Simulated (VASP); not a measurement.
Set up this calculation in VASP 6.6.1, as the native input.

- Task: single point
- Functional: PBE
- Potentials or basis: VASP PAW PBE potentials, release 64 (Pb_d, O)
- Cutoff: 600 eV
- k mesh: 4 × 4 × 4
- Occupations: gaussian, width 0.01 eV
- Spin: no spin polarisation
- Dipole correction: no
- Further INCAR settings: ALGO = Normal; EDIFF = 1e-06; NBANDS = 28

The structure of PbO lies in POSCAR:

```
PbO
1.0
    3.9784492919      0.0000000000      0.0000000000
    0.0000000000      3.9784492919      0.0000000000
    0.0000000000      0.0000000000      5.0093266658
Pb O
2 2
Direct
    0.0000000000      0.5000000000      0.2364092148
    0.5000000000      0.0000000000      0.7635907852
    0.5000000000      0.5000000000      0.0000000000
    0.0000000000      0.0000000000      0.0000000000
```

One way to write it, as run:

INCAR

```
PREC = Accurate ; ENCUT = 600
EDIFF = 1E-6 ; ISMEAR = 0
SIGMA = 0.01 ; LREAL = False
LASPH = True ; NELM = 120
ALGO = Normal ; ISIF = 2
LWAVE = False ; LCHARG = True
GGA = PE ; LELF = True
LVHAR = True ; NBANDS = 28
GGA_COMPAT = False
```

KPOINTS

```
regular mesh
0
Gamma
  4 4 4
```

Potentials or basis: VASP PAW PBE potentials, release 64 (Pb_d, O).

Command:

```console
$ cat potpaw_PBE.64/Pb_d/POTCAR potpaw_PBE.64/O/POTCAR > POTCAR
$ mpirun -np 1 vasp_std > vasp.out
```

It gave:

| Item | Value |
| --- | --- |
| Pressure | 4.6 GPa |
| Largest force | 0.396 eV/Å |
| Band gap on the k mesh | 1.23 eV (least direct gap 2.28 eV) |

Caveat: the cell stands under pressure; spin-orbit coupling is left out, which moves the levels of the heavy elements.

It took 32 s on 1 thread of AMD EPYC 7R13 Processor (Zen 3) (shared host), peak memory 0.17 GiB.
